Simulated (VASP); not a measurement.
# Ir (Fm-3m) in VASP: a series of runs

Runs on Ir. Level: PBE. Tasks: single point, relaxation of cell and atoms.

Everything below comes from runs of VASP 6.6.1. Logs are shortened: lines on timing, memory, paths and dates and some standing lists are left out, and cuts for length are marked.

### Step 1. The cell of the first run

It takes space group Fm-3m (No. 225, cubic). The conventional cell has a = 3.871 Å, b = 3.871 Å, c = 3.871 Å, α = 90.00°, β = 90.00°, γ = 90.00°. Within 3.6 Å of Ir (site symmetry m-3m) lie 12 Ir at 2.74 Å.

### Step 2. Single point, PBE

The input, INCAR:

```
SYSTEM = Ir
PREC = Accurate
ENCUT = 500
EDIFF = 1E-6
ISMEAR = -1
SIGMA = 0.1
LREAL = .False.
LASPH = .True.
NELM = 120
ALGO = Normal
ISIF = 2
LWAVE = .False.
LCHARG = .True.
GGA = PE
LELF = .True.
LVHAR = .True.
NBANDS = 10
GGA_COMPAT = .False.
```

The input, KPOINTS:

```
regular mesh
0
Gamma
  18 18 18
  0 0 0
```

The input, POSCAR:

```
Ir
1.0
    0.0000000000      1.9356832712      1.9356832712
    1.9356832712      0.0000000000      1.9356832712
    1.9356832712      1.9356832712      0.0000000000
Ir
1
Direct
    0.0000000000      0.0000000000      0.0000000000
```

Potentials or basis: VASP PAW PBE potentials, release 64 (Ir).

Run with:

```console
$ cat potpaw_PBE.64/Ir/POTCAR > POTCAR
$ mpirun -np 1 vasp_std > vasp.out
```

OUTCAR:

```text
SYSTEM = Ir
   PREC = Accurate
   ENCUT = 500
   EDIFF = 1E-6
   ISMEAR = -1
   LREAL = .False.
   LASPH = .True.
   NELM = 120
   ISIF = 2
   GGA = PE

 ion  position               nearest neighbor table
   1  0.000  0.000  0.000-

  LATTYP: Found a face centered cubic cell.
 ALAT       =     3.8713665424

  Lattice vectors:

 A1 = (   0.0000000000,   1.9356832712,   1.9356832712)
 A2 = (   1.9356832712,   0.0000000000,   1.9356832712)
 A3 = (   1.9356832712,   1.9356832712,   0.0000000000)

Analysis of symmetry for initial positions (statically):
=====================================================================
 Subroutine PRICEL returns:
 Original cell was already a primitive cell.

 Routine SETGRP: Setting up the symmetry group for a
 face centered cubic supercell.

 Subroutine GETGRP returns: Found 48 space group operations
 (whereof 48 operations were pure point group operations)
 out of a pool of 48 trial point group operations.

The static configuration has the point symmetry O_h .

Analysis of symmetry for dynamics (positions and initial velocities):
=====================================================================
 Subroutine PRICEL returns:
 Original cell was already a primitive cell.

 Routine SETGRP: Setting up the symmetry group for a
 face centered cubic supercell.

 Subroutine GETGRP returns: Found 48 space group operations
 (whereof 48 operations were pure point group operations)
 out of a pool of 48 trial point group operations.

The dynamic configuration has the point symmetry O_h .

 Subroutine INISYM returns: Found 48 space group operations
 (whereof 48 operations are pure point group operations),
 and found     1 'primitive' translations

----------------------------------------------------------------------------------------

                                     Primitive cell

  volume of cell :      14.5055

  direct lattice vectors                    reciprocal lattice vectors
     0.000000000  1.935683271  1.935683271    -0.258306722  0.258306722  0.258306722
     1.935683271  0.000000000  1.935683271     0.258306722 -0.258306722  0.258306722
     1.935683271  1.935683271  0.000000000     0.258306722  0.258306722 -0.258306722

  length of vectors
     2.737469535  2.737469535  2.737469535     0.447400366  0.447400366  0.447400366

  position of ions in fractional coordinates (direct lattice)
     0.000000000  0.000000000  0.000000000

  ion indices of the primitive-cell ions
   primitive index   ion index
                 1           1

----------------------------------------------------------------------------------------

 KPOINTS: regular mesh

Automatic generation of k-mesh.
 Grid dimensions read from file:
 generate k-points for:   18   18   18

 Generating k-lattice:

  Cartesian coordinates                     Fractional coordinates (reciprocal lattice)
    -0.014350373  0.014350373  0.014350373     0.055555556  0.000000000  0.000000000
     0.014350373 -0.014350373  0.014350373     0.000000000  0.055555556  0.000000000
     0.014350373  0.014350373 -0.014350373     0.000000000  0.000000000  0.055555556

  Length of vectors
     0.024855576  0.024855576  0.024855576

  Shift w.r.t. Gamma in fractional coordinates (k-lattice)
     0.000000000  0.000000000  0.000000000

 Subroutine IBZKPT returns following result:
 ===========================================

 Found    195 irreducible k-points:

 Following reciprocal coordinates:
            Coordinates               Weight
  0.000000  0.000000  0.000000      1.000000
  0.055556  0.000000  0.000000      8.000000
  0.111111  0.000000  0.000000      8.000000
  0.166667  0.000000  0.000000      8.000000
  0.222222  0.000000  0.000000      8.000000
  0.277778  0.000000  0.000000      8.000000
[... 16 lines left out ...]
 -0.277778  0.055556  0.000000     24.000000
 -0.222222  0.055556  0.000000     24.000000
 [... further k-points ...]
   k-points           NKPTS =    195   k-points in BZ     NKDIM =    195   number of bands    NBANDS=     10
   number of dos      NEDOS =    301   number of ions     NIONS =      1
   total plane-waves  NPLWV =   8000
   dimension x,y,z NGX =    20 NGY =   20 NGZ =   20
   dimension x,y,z NGXF=    40 NGYF=   40 NGZF=   40
   ions per type =               1
   NGX,Y,Z   is equivalent  to a cutoff of  12.15, 12.15, 12.15 a.u.
   NGXF,Y,Z  is equivalent  to a cutoff of  24.29, 24.29, 24.29 a.u.
 SYSTEM =  Ir
   PREC   = accura    normal or accurate (medium, high low for compatibility)
   ISTART =      0    job   : 0-new  1-cont  2-samecut
   ICHARG =      2    charge: 1-file 2-atom 10-const
   ISPIN  =      1    spin polarized calculation?
   LNONCOLLINEAR =      F non collinear calculations
   LSORBIT =      F    spin-orbit coupling
   LASPH  =      T    aspherical Exc in radial PAW
   ENCUT  =  500.0 eV  36.75 Ry    6.06 a.u.   4.99  4.99  4.99*2*pi/ulx,y,z
   NELM   =    120;   NELMIN=  2; NELMDL= -5     # of ELM steps
   EDIFF  = 0.1E-05   stopping-criterion for ELM
   LREAL  =      F    real-space projection
   EDIFFG = 0.1E-04   stopping-criterion for IOM
   NSW    =      0    number of steps for IOM
   IBRION =     -1    ionic relax: 0-MD 1-quasi-New 2-CG
   NFREE  =      0    steps in history (QN), initial steepest desc. (CG)
   ISIF   =      2    stress and relaxation
   ISYM   =      2    0-nonsym 1-usesym 2-fastsym
   POTIM  = 0.5000    time-step for ionic-motion
   TEBEG  =    0.0;   TEEND  =   0.0 temperature during run
   PSTRESS=    0.0 pullay stress
   NELECT =       9.0000    total number of electrons
   NUPDOWN=      -1.0000    fix difference up-down
   EMIN   =  10.00;   EMAX   =-10.00  energy-range for DOS
   EFERMI =   0.00;   METHOD = LEGACY
   ISMEAR =    -1;   SIGMA  =   0.10  broadening in eV -4-tet -1-fermi 0-gaus
   EFERMI_NEDOS =   21; number of points for ismear=-14 and -15
   IALGO  =     38    algorithm
   IMIX   =      4    mixing-type and parameters
     AMIX     =   0.40;   BMIX     =  1.00
     AMIX_MAG =   1.60;   BMIX_MAG =  1.00
  volume/ion in A,a.u.               =      14.51        97.89
  Fermi-wavevector in a.u.,A,eV,Ry     =   1.396298  2.638620 26.526563  1.949647
  Thomas-Fermi vector in A             =   2.519666
   LORBIT       =      0    0 simple, 1 ext, 2 COOP (PROOUT), +10 PAW based schemes
   GGA     = PE    functional components
   LHFCALC =     F    Hartree Fock is set to
   AEXX    =    0.0000 exact exchange contribution
   IVDW    =     0    specifies the selected vdW correction
   LEPSILON=     F    determine dielectric tensor
   LRPA    =     F    only Hartree local field effects (RPA)
 non-spin polarized calculation
  energy-cutoff  :      500.00
  volume of cell :       14.51
 maximum number of plane-waves:       380
   NGX =  9   NGY =  9   NGZ =  9

 number of electron       9.0000000 magnetization

 Free energy of the ion-electron system (eV)
  ---------------------------------------------------
  ext. energy  EPLUGINS =         0.00000000
  ---------------------------------------------------
  free energy    TOTEN  =        -8.86741370 eV

  energy without entropy =       -8.83616182  energy(sigma->0) =       -8.85178776

 E-fermi :   9.9791     XC(G=0): -13.8394

 val. band max:        9.9692728557   @ k =  -0.3333   0.2778   0.0556
 cond. band min:       9.9828688526   @ k =   0.5000   0.3889   0.0556
 fundamental gap:      0.0135959969
 Fermi energy:         9.9790934001

 k-point     1 :       0.0000    0.0000    0.0000
  band No.  band energies     occupation
      1      -0.8745      2.00000
      2       6.2383      2.00000
      3       6.2383      2.00000
      4       6.2383      2.00000
      5       8.8217      1.99998
      6       8.8217      1.99998
      7      24.3496      0.00000
      8      29.7869      0.00000
      9      29.7869      0.00000
     10      29.7869      0.00000

 k-point     2 :       0.0556    0.0000    0.0000
  band No.  band energies     occupation
      1      -0.7406      2.00000
      2       6.1675      2.00000
      3       6.2963      2.00000
      4       6.2963      2.00000
      5       8.7847      1.99999
      6       8.7847      1.99999
      7      24.5788      0.00000
      8      29.0490      0.00000
      9      30.0047      0.00000
     10      30.0047      0.00000

 k-point     3 :       0.1111    0.0000    0.0000
  band No.  band energies     occupation
      1      -0.3519      2.00000
      2       5.9855      2.00000
      3       6.4480      2.00000
      4       6.4480      2.00000
      5       8.7042      1.99999
      6       8.7042      1.99999
      7      25.2082      0.00000
      8      27.5989      0.00000
      9      30.6374      0.00000
     10      30.6374      0.00000

 k-point     4 :       0.1667    0.0000    0.0000
  band No.  band energies     occupation
      1       0.2454      2.00000
      2       5.7783      2.00000
      3       6.6184      2.00000
      4       6.6184      2.00000
      5       8.6748      2.00000
      6       8.6748      2.00000
      7      25.8830      0.00000
      8      26.1986      0.00000
      9      31.6228      0.00000
     10      31.6228      0.00000
[... 222 lines left out ...]
 k-point    22 :      -0.3333    0.0556    0.0000
  band No.  band energies     occupation
      1       2.1683      2.00000
      2       6.3301      2.00000
      3       6.4655      2.00000
      4       6.7261      2.00000
      5       9.6160      1.94839
      6      10.4807      0.01317
      7      20.4883      0.00000
      8      25.2678      0.00000
      9      30.4113      0.00000
     10      32.4664      0.00000

 k-point    23 :      -0.2778    0.0556    0.0000
  band No.  band energies     occupation
      1       1.8719      2.00000
      2       5.9196      2.00000
      3       6.5374      2.00000
      4       6.6408      2.00000
      5       9.0174      1.99987
      6       9.8942      1.40054
      7      22.3446      0.00000
      8      26.1949      0.00000
      9      31.4183      0.00000
     10      33.5660      0.00000

 k-point    24 :      -0.2222    0.0556    0.0000
  band No.  band energies     occupation
      1       1.2967      2.00000
      2       5.5939      2.00000
      3       6.6792      2.00000
      4       6.7683      2.00000
      5       8.5510      2.00000
      6       9.3746      1.99527
      7      24.0288      0.00000
      8      26.8033      0.00000
      9      31.7573      0.00000
     10      32.9958      0.00000

 [... further k-points ...]

------------------------ aborting loop because EDIFF is reached ----------------------------------------

  FORCE on cell =-STRESS in cart. coord.  units (eV):
  Direction    XX          YY          ZZ          XY          YZ          ZX
  --------------------------------------------------------------------------------------
  -------------------------------------------------------------------------------------
  Total        0.0456126      0.0456126      0.0456126      0.0000000     -0.0000000      0.0000000
  in kB        5.0380453      5.0380453      5.0380453      0.0000000     -0.0000000      0.0000000
  external PRESSURE =       5.0380453 kB  Pullay stress =       0.0000000 kB

 VOLUME and BASIS-vectors are now :
 -----------------------------------------------------------------------------
  energy-cutoff  :      500.00
  volume of cell :       14.51
      direct lattice vectors                 reciprocal lattice vectors
     0.000000000  1.935683271  1.935683271    -0.258306722  0.258306722  0.258306722
     1.935683271  0.000000000  1.935683271     0.258306722 -0.258306722  0.258306722
     1.935683271  1.935683271  0.000000000     0.258306722  0.258306722 -0.258306722

 POSITION                                       TOTAL-FORCE (eV/Angst)
 -----------------------------------------------------------------------------------
      0.00000      0.00000      0.00000        -0.000000      0.000000      0.000000
 -----------------------------------------------------------------------------------
    total drift:                                0.000000      0.000000     -0.000000

  FREE ENERGIE OF THE ION-ELECTRON SYSTEM (eV)
  ---------------------------------------------------
  free  energy   TOTEN  =        -8.8674136956 eV

  energy  without entropy=       -8.8361618247  energy(sigma->0) =       -8.85178776
```

It took 30 s on 1 thread of Intel Xeon Platinum 8259CL at 2.50GHz (Skylake/Cascade Lake), shared host; peak memory 0.15 GiB.

What came out:

```
Free energy            : -8.8674 eV
Pressure               : 0.5 GPa
Band gap on the k mesh : zero (an odd number of electrons rules out a gap without spin polarisation)
```

Levels at points of the mesh, in eV from the Fermi level:
```
           k point  band 1  band 2  band 3  band 4  band 5  band 6  band 7  band 8  band 9
(0.00, 0.00, 0.00)  -10.85   -3.74   -3.74   -3.74   -1.16   -1.16   14.37   19.81   19.81
(0.50, 0.00, 0.00)   -7.84   -3.84   -3.84   -0.70    0.85    0.85    7.01   13.91   19.57
(0.50, 0.50, 0.00)   -7.63   -7.07    0.82    1.41    1.41    1.70   10.17   11.59   11.59
```

Caveat: spin-orbit coupling is left out, which moves the levels of the heavy elements.

### Step 3. Relaxation of cell and atoms, PBE

This run uses another cell than the first one, of 14.05 Å³/atom.

The input, INCAR:

```
SYSTEM = Ir
ALGO = Normal
EDIFF = 1E-7
EDIFFG = -0.03
ENCUT = 500
GGA = PE
GGA_COMPAT = .False.
IBRION = 2
ISIF = 3
ISMEAR = -1
LASPH = .True.
LCHARG = .False.
LREAL = .False.
LWAVE = .False.
NELM = 120
NELMIN = 4
NSW = 60
PREC = Accurate
SIGMA = 0.1
```

The input, KPOINTS:

```
k-points
0
Gamma
  18 18 18
  0 0 0
```

The input, POSCAR:

```
Ir
1.0
    0.0000000000      1.9150000000      1.9150000000
    1.9150000000      0.0000000000      1.9150000000
    1.9150000000      1.9150000000      0.0000000000
Ir
1
Direct
    0.0000000000      0.0000000000      0.0000000000
```

Potentials or basis: VASP PAW PBE potentials, release 64 (Ir).

Run with:

```console
$ cat potpaw_PBE.64/Ir/POTCAR > POTCAR
$ mpirun -np 1 vasp_std > vasp.out
```

Run time: 83 s. Hardware: 1 thread of Intel Xeon Platinum 8259CL at 2.50GHz (Skylake/Cascade Lake), shared host; peak memory 0.15 GiB.

It converged, with:

```
Free energy                           : -8.8671 eV
Relaxed volume                        : 14.53 Å³/atom
Relaxed cell                          : a = 2.739 Å, b = 2.739 Å, c = 2.739 Å, α = 60.00°, β = 60.00°, γ = 60.00°
Space group after relaxing (to 0.1 Å) : Fm-3m (No. 225)
Energy gained by relaxing             : 18.5 meV/atom
Ionic steps                           : 4
Pressure after relaxing               : 0.0 GPa
Band gap on the k mesh                : zero (an odd number of electrons rules out a gap without spin polarisation)
```

Step by step:
```tsv
step	energy change (eV)	largest force (eV/Å)	pressure (GPa)	volume (Å³)
1	0.0000	0.0000	12.79	14.05
2	0.1957	0.0000	-31.26	16.45
3	-0.0184	0.0000	-0.67	14.55
4	-0.0185	0.0000	-0.04	14.53
```

Final structure:
```yaml
crystal:
  lattice:
    - [0.00000, 1.93667, 1.93667]
    - [1.93667, 0.00000, 1.93667]
    - [1.93667, 1.93667, 0.00000]
  atoms:
    - { symbol: Ir, position: [0.00000, 0.00000, 0.00000] }
```

Levels at points of the mesh, in eV from the Fermi level:
| k point | band 1 | band 2 | band 3 | band 4 | band 5 | band 6 | band 7 | band 8 |
| --- | --- | --- | --- | --- | --- | --- | --- | --- |
| (0.00, 0.00, 0.00) | -10.84 | -3.73 | -3.73 | -3.73 | -1.15 | -1.15 | 14.37 | 19.80 |
| (0.50, 0.00, 0.00) | -7.82 | -3.83 | -3.83 | -0.69 | 0.85 | 0.85 | 7.00 | 13.91 |
| (0.50, 0.50, 0.00) | -7.61 | -7.05 | 0.82 | 1.40 | 1.40 | 1.70 | 10.15 | 11.58 |

Caveat: spin-orbit coupling is left out, which moves the levels of the heavy elements.
